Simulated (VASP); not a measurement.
The system is La2TaO2.

```
La Ta O
1.0
     3.66893    0.00000    0.00000
    -1.83447    3.17739    0.00000
     0.00000    0.00000    8.74183
La Ta O
2 1 2
Direct
  0.00000 0.00000 0.21015
  0.00000 0.00000 0.78985
  0.00000 0.00000 0.50000
  0.33333 0.66667 0.00000
  0.66667 0.33333 0.00000
```

The cell was built from a structure type or drawn by symmetry, and may not be a known phase.

| Item | Value |
| --- | --- |
| Program | VASP 6.6.1 |
| Task | relaxation of cell and atoms |
| Functional | PBE |
| Potentials or basis | VASP PAW PBE potentials, release 64 (La, Ta_pv, O) |
| Cutoff | 600 eV |
| k mesh | 6 × 6 × 2 |
| Occupations | gaussian, width 0.1 eV |
| Spin | collinear spin |
| Starting moments | [0.0, 0.0, 1.0, 0.0, 0.0] μB |

At the start: pressure 0.3 GPa; volume 20.38 Å³/atom.

Problem. How do energy, volume and symmetry change on relaxing?

Solution. Over 12 steps the energy falls by 550.8 meV/atom and the volume is 21.71 Å³/atom (+6.5 %); space group P6/mmm (No. 191, to 0.1 Å) before and after; moment 0.70 μB per cell.

The path:
```csv
step,energy change (eV),largest force (eV/Å),pressure (GPa),volume (Å³)
1,0.0000,5.2167,0.33,101.91
2,-1.9646,2.6302,-0.16,102.53
3,-2.5956,0.3673,4.14,103.04
4,-2.5944,0.2832,5.05,103.10
5,-2.5991,0.1180,4.51,103.07
6,-2.5893,1.7131,-1.25,113.61
7,-2.7364,0.6645,1.17,108.23
8,-2.7276,0.5943,-2.04,110.99
9,-2.7500,0.0765,-0.30,109.40
10,-2.7536,0.0563,-0.22,109.08
11,-2.7537,0.0515,-0.21,109.03
12,-2.7541,0.0123,0.03,108.55
```

Final structure:
```
La Ta O
1.0
     3.76020    0.00000    0.00000
    -1.88010    3.25642    0.00000
     0.00000    0.00000    8.86465
La Ta O
2 1 2
Direct
  0.00000 0.00000 0.15569
  0.00000 0.00000 0.84431
  0.00000 0.00000 0.50000
  0.33333 0.66667 0.00000
  0.66667 0.33333 0.00000
```
